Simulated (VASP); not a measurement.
# KF (Fm-3m) in VASP: single point with HSE06

Aim: the single point of KF with HSE06.

Program: VASP 6.6.1. These are calculated values, not measurements. Logs are shortened: lines on timing, memory, paths and dates and some standing lists are left out, and cuts for length are marked.

### 1 The cell of the first run

Symmetry: Fm-3m, No. 225, cubic system. The conventional cell has a = 5.318 Å, b = 5.318 Å, c = 5.318 Å, α = 90.00°, β = 90.00°, γ = 90.00°. Within 3.5 Å of K (site symmetry m-3m) lie 6 F at 2.66 Å. Within 3.5 Å of F (site symmetry m-3m) lie 6 K at 2.66 Å.

### 2 Single point, HSE06

POSCAR

```
KF
1.0
    0.0000000000      2.6589614660      2.6589614660
    2.6589614660      0.0000000000      2.6589614660
    2.6589614660      2.6589614660      0.0000000000
K F
1 1
Direct
    0.0000000000      0.0000000000      0.0000000000
    0.5000000000      0.5000000000      0.5000000000
```

INCAR.step1

```
ALGO = Normal
EDIFF = 1E-5
ENCUT = 520
GGA = PE
ISIF = 2
ISMEAR = 0
LASPH = True
LCHARG = False
LREAL = False
LWAVE = True
NBANDS = 15
NELM = 100
PREC = Accurate
SIGMA = 0.01
```

INCAR.step2

```
ALGO = Normal
EDIFF = 1E-7
ENCUT = 520
GGA = PE
HFSCREEN = 0.2079
ISIF = 2
ISMEAR = 0
ISTART = 1
LASPH = True
LCHARG = False
LHFCALC = True
LREAL = False
LWAVE = False
NBANDS = 15
NELM = 100
PREC = Accurate
PRECFOCK = Normal
SIGMA = 0.01
```

KPOINTS

```
k-points
0
Gamma
  6 6 6
```

Potentials or basis: VASP PAW PBE potentials, release 64 (K_sv, F).

Started as:

```bash
cat potpaw_PBE.64/K_sv/POTCAR potpaw_PBE.64/F/POTCAR > POTCAR
cp INCAR.step1 INCAR
mpirun -np 1 vasp_std > vasp.out
cp INCAR.step2 INCAR
mpirun -np 1 vasp_std > vasp.out
```

OUTCAR:

```text
EDIFF = 1E-7
   ENCUT = 520
   GGA = PE
   HFSCREEN = 0.2079
   ISIF = 2
   ISMEAR = 0
   ISTART = 1
   LASPH = True
   LHFCALC = True
   LREAL = False
   NELM = 100
   PREC = Accurate
   PRECFOCK = Normal

 ion  position               nearest neighbor table
   1  0.000  0.000  0.000-   2 2.66   2 2.66   2 2.66   2 2.66   2 2.66   2 2.66
   2  0.500  0.500  0.500-   1 2.66   1 2.66   1 2.66   1 2.66   1 2.66   1 2.66

  LATTYP: Found a face centered cubic cell.
 ALAT       =     5.3179229320

  Lattice vectors:

 A1 = (   0.0000000000,   2.6589614660,   2.6589614660)
 A2 = (   2.6589614660,   0.0000000000,   2.6589614660)
 A3 = (   2.6589614660,   2.6589614660,   0.0000000000)

Analysis of symmetry for initial positions (statically):
=====================================================================
 Subroutine PRICEL returns:
 Original cell was already a primitive cell.

 Routine SETGRP: Setting up the symmetry group for a
 face centered cubic supercell.

 Subroutine GETGRP returns: Found 48 space group operations
 (whereof 48 operations were pure point group operations)
 out of a pool of 48 trial point group operations.

The static configuration has the point symmetry O_h .

Analysis of symmetry for dynamics (positions and initial velocities):
=====================================================================
 Subroutine PRICEL returns:
 Original cell was already a primitive cell.

 Routine SETGRP: Setting up the symmetry group for a
 face centered cubic supercell.

 Subroutine GETGRP returns: Found 48 space group operations
 (whereof 48 operations were pure point group operations)
 out of a pool of 48 trial point group operations.

The dynamic configuration has the point symmetry O_h .

 Subroutine INISYM returns: Found 48 space group operations
 (whereof 48 operations are pure point group operations),
 and found     1 'primitive' translations

----------------------------------------------------------------------------------------

                                     Primitive cell

  volume of cell :      37.5981

  direct lattice vectors                    reciprocal lattice vectors
     0.000000000  2.658961466  2.658961466    -0.188043342  0.188043342  0.188043342
     2.658961466  0.000000000  2.658961466     0.188043342 -0.188043342  0.188043342
     2.658961466  2.658961466  0.000000000     0.188043342  0.188043342 -0.188043342

  length of vectors
     3.760339367  3.760339367  3.760339367     0.325700622  0.325700622  0.325700622

  position of ions in fractional coordinates (direct lattice)
     0.000000000  0.000000000  0.000000000
     0.500000000  0.500000000  0.500000000

  ion indices of the primitive-cell ions
   primitive index   ion index
                 1           1
                 2           2

----------------------------------------------------------------------------------------

 KPOINTS: k-points

Automatic generation of k-mesh.
 Grid dimensions read from file:
 generate k-points for:    6    6    6

 Generating k-lattice:

  Cartesian coordinates                     Fractional coordinates (reciprocal lattice)
    -0.031340557  0.031340557  0.031340557     0.166666667  0.000000000  0.000000000
     0.031340557 -0.031340557  0.031340557     0.000000000  0.166666667  0.000000000
     0.031340557  0.031340557 -0.031340557     0.000000000  0.000000000  0.166666667

  Length of vectors
     0.054283437  0.054283437  0.054283437

  Shift w.r.t. Gamma in fractional coordinates (k-lattice)
     0.000000000  0.000000000  0.000000000

 Subroutine IBZKPT returns following result:
 ===========================================

 Found     16 irreducible k-points:

 Following reciprocal coordinates:
            Coordinates               Weight
  0.000000  0.000000  0.000000      1.000000
  0.166667  0.000000  0.000000      8.000000
  0.333333  0.000000  0.000000      8.000000
  0.500000  0.000000  0.000000      4.000000
  0.166667  0.166667  0.000000      6.000000
  0.333333  0.166667  0.000000     24.000000
[... 8 lines left out ...]
 -0.333333  0.333333  0.166667     24.000000
 -0.333333  0.500000  0.166667     12.000000
   k-points           NKPTS =     16   k-points in BZ     NKDIM =    216   number of bands    NBANDS=     15
   number of dos      NEDOS =    301   number of ions     NIONS =      2
   total plane-waves  NPLWV =  21952
   dimension x,y,z NGX =    28 NGY =   28 NGZ =   28
   dimension x,y,z NGXF=    56 NGYF=   56 NGZF=   56
   ions per type =               1   1
   NGX,Y,Z   is equivalent  to a cutoff of  12.38, 12.38, 12.38 a.u.
   NGXF,Y,Z  is equivalent  to a cutoff of  24.76, 24.76, 24.76 a.u.
 SYSTEM =  unknown system
   PREC   = accura    normal or accurate (medium, high low for compatibility)
   ISTART =      1    job   : 0-new  1-cont  2-samecut
   ICHARG =      0    charge: 1-file 2-atom 10-const
   ISPIN  =      1    spin polarized calculation?
   LNONCOLLINEAR =      F non collinear calculations
   LSORBIT =      F    spin-orbit coupling
   LASPH  =      T    aspherical Exc in radial PAW
   ENCUT  =  520.0 eV  38.22 Ry    6.18 a.u.   6.99  6.99  6.99*2*pi/ulx,y,z
   NELM   =    100;   NELMIN=  2; NELMDL=  0     # of ELM steps
   EDIFF  = 0.1E-06   stopping-criterion for ELM
   LREAL  =      F    real-space projection
   EDIFFG = 0.1E-05   stopping-criterion for IOM
   NSW    =      0    number of steps for IOM
   IBRION =     -1    ionic relax: 0-MD 1-quasi-New 2-CG
   NFREE  =      0    steps in history (QN), initial steepest desc. (CG)
   ISIF   =      2    stress and relaxation
   ISYM   =      3    0-nonsym 1-usesym 2-fastsym
   POTIM  = 0.5000    time-step for ionic-motion
   TEBEG  =    0.0;   TEEND  =   0.0 temperature during run
   PSTRESS=    0.0 pullay stress
   NELECT =      16.0000    total number of electrons
   NUPDOWN=      -1.0000    fix difference up-down
   EMIN   =  10.00;   EMAX   =-10.00  energy-range for DOS
   EFERMI =   0.00;   METHOD = LEGACY
   ISMEAR =     0;   SIGMA  =   0.01  broadening in eV -4-tet -1-fermi 0-gaus
   EFERMI_NEDOS =   21; number of points for ismear=-14 and -15
   IALGO  =     38    algorithm
   IMIX   =      1    mixing-type and parameters
     AMIX     =   0.40;   BMIX     =  1.00
     AMIX_MAG =   1.60;   BMIX_MAG =  1.00
  volume/ion in A,a.u.               =      18.80       126.86
  Fermi-wavevector in a.u.,A,eV,Ry     =   1.231382  2.326974 20.630534  1.516302
  Thomas-Fermi vector in A             =   2.366194
   LORBIT       =      0    0 simple, 1 ext, 2 COOP (PROOUT), +10 PAW based schemes
   GGA     = PE    functional components
   LHFCALC =     T    Hartree Fock is set to
   PRECFOCK=normal    Normal, Fast or Accurate (Low or Medium for compatibility)
   ENCUT4O =  -1.0   cutoff for four orbital integrals eV
   NKREDX  =     1    reduce k-point grid by
   NKREDY  =     1    reduce k-point grid by
   NKREDZ  =     1    reduce k-point grid by
   AEXX    =    0.2500 exact exchange contribution
   HFSCREEN=    0.2079 screening length (either q_TF or 0.3 A-1)
   HFSCREENC=   0.2079 screening length for correlation (either q_TF or 0.3 A-1)
   ENCUTFOCK=  -1.0 apply spherical cutoff to Coloumb kernel
   IVDW    =     0    specifies the selected vdW correction
   LEPSILON=     F    determine dielectric tensor
   LRPA    =     F    only Hartree local field effects (RPA)
 non-spin polarized calculation
 Gauss-broadening in eV      SIGMA  =   0.01
  energy-cutoff  :      520.00
  volume of cell :       37.60
 maximum number of plane-waves:      1020
  NGX = 24; NGY = 24; NGZ = 24

 number of electron      16.0000010 magnetization

 Free energy of the ion-electron system (eV)
  ---------------------------------------------------
  ext. energy  EPLUGINS =         0.00000000
  ---------------------------------------------------
  free energy    TOTEN  =        -9.96183405 eV

  energy without entropy =       -9.96183405  energy(sigma->0) =       -9.96183405

 E-fermi :  -4.2241     XC(G=0):  -6.9931

 val. band max:       -4.3550116439   @ k =   0.0000   0.0000   0.0000
 cond. band min:       3.8889589628   @ k =   0.0000   0.0000   0.0000
 fundamental gap:      8.2439706066
 Fermi energy:        -4.2241145861

 k-point     1 :       0.0000    0.0000    0.0000
  band No.  band energies     occupation
      1     -31.9567      2.00000
      2     -24.5621      2.00000
      3     -13.8375      2.00000
      4     -13.8375      2.00000
      5     -13.8375      2.00000
      6      -4.3550      2.00000
      7      -4.3550      2.00000
      8      -4.3550      2.00000
      9       3.8890      0.00000
     10       8.7006      0.00000
     11       8.7006      0.00000
     12       8.7006      0.00000
     13      10.5596      0.00000
     14      10.5596      0.00000
     15      14.6195      0.00000

 k-point     2 :       0.1667    0.0000    0.0000
  band No.  band energies     occupation
      1     -31.9300      2.00000
      2     -24.5863      2.00000
      3     -13.9083      2.00000
      4     -13.8457      2.00000
      5     -13.8457      2.00000
      6      -4.5830      2.00000
      7      -4.4481      2.00000
      8      -4.4481      2.00000
      9       4.6499      0.00000
     10       8.2460      0.00000
     11       9.0931      0.00000
     12       9.0931      0.00000
     13      10.8432      0.00000
     14      10.8432      0.00000
     15      15.9976      0.00000
[... 221 lines left out ...]
      3     -14.2166      2.00000
      4     -14.1663      2.00000
      5     -13.9183      2.00000
      6      -4.8431      2.00000
      7      -4.5807      2.00000
      8      -4.5559      2.00000
      9       7.4248      0.00000
     10       7.7602      0.00000
     11       9.5835      0.00000
     12      11.4924      0.00000
     13      12.1262      0.00000
     14      13.2490      0.00000
     15      13.8231      0.00000

 k-point    16 :      -0.3333    0.5000    0.1667
  band No.  band energies     occupation
      1     -31.8235      2.00000
      2     -24.6061      2.00000
      3     -14.3538      2.00000
      4     -14.1652      2.00000
      5     -13.9603      2.00000
      6      -4.6855      2.00000
      7      -4.5300      2.00000
      8      -4.4620      2.00000
      9       6.7596      0.00000
     10       8.5208      0.00000
     11       9.0496      0.00000
     12      11.8475      0.00000
     13      12.6653      0.00000
     14      13.2698      0.00000
     15      13.6535      0.00000

------------------------ aborting loop because EDIFF is reached ----------------------------------------

  FORCE on cell =-STRESS in cart. coord.  units (eV):
  Direction    XX          YY          ZZ          XY          YZ          ZX
  --------------------------------------------------------------------------------------
  -------------------------------------------------------------------------------------
  Total        0.2599323      0.2599323      0.2599323      0.0000000     -0.0000000      0.0000000
  in kB       11.0765541     11.0765541     11.0765541      0.0000000     -0.0000000      0.0000000
  external PRESSURE =      11.0765541 kB  Pullay stress =       0.0000000 kB

 VOLUME and BASIS-vectors are now :
 -----------------------------------------------------------------------------
  energy-cutoff  :      520.00
  volume of cell :       37.60
      direct lattice vectors                 reciprocal lattice vectors
     0.000000000  2.658961466  2.658961466    -0.188043342  0.188043342  0.188043342
     2.658961466  0.000000000  2.658961466     0.188043342 -0.188043342  0.188043342
     2.658961466  2.658961466  0.000000000     0.188043342  0.188043342 -0.188043342

 POSITION                                       TOTAL-FORCE (eV/Angst)
 -----------------------------------------------------------------------------------
      0.00000      0.00000      0.00000         0.000000     -0.000000      0.000000
      2.65896      2.65896      2.65896        -0.000000      0.000000     -0.000000
 -----------------------------------------------------------------------------------
    total drift:                                0.000000      0.000000      0.000000

  FREE ENERGIE OF THE ION-ELECTRON SYSTEM (eV)
  ---------------------------------------------------
  free  energy   TOTEN  =        -9.9618340544 eV

  energy  without entropy=       -9.9618340544  energy(sigma->0) =       -9.96183405
```

It took 34 min on 1 thread of Intel Xeon Platinum 8259CL at 2.50GHz (Skylake/Cascade Lake), shared host; peak memory 0.28 GiB.

Results:

| Item | Value |
| --- | --- |
| Free energy | -9.9618 eV |
| Pressure | 1.1 GPa |
| Band gap on the k mesh | 8.24 eV |

Levels at points of the mesh, in eV from the valence-band top:
| k point | band 5 | band 6 | band 7 | band 8 | band 9 | band 10 | band 11 | band 12 |
| --- | --- | --- | --- | --- | --- | --- | --- | --- |
| (0.00, 0.00, 0.00) | -9.48 | 0.00 | 0.00 | 0.00 | 8.24 | 13.06 | 13.06 | 13.06 |
| (0.50, 0.00, 0.00) | -9.51 | -0.80 | -0.36 | -0.36 | 11.27 | 12.78 | 14.62 | 14.62 |
| (0.50, 0.50, 0.00) | -9.71 | -0.19 | -0.05 | -0.05 | 10.33 | 12.71 | 14.05 | 16.33 |

Caveat: the PAW data sets were made with another functional, which shifts forces and pressure a little.
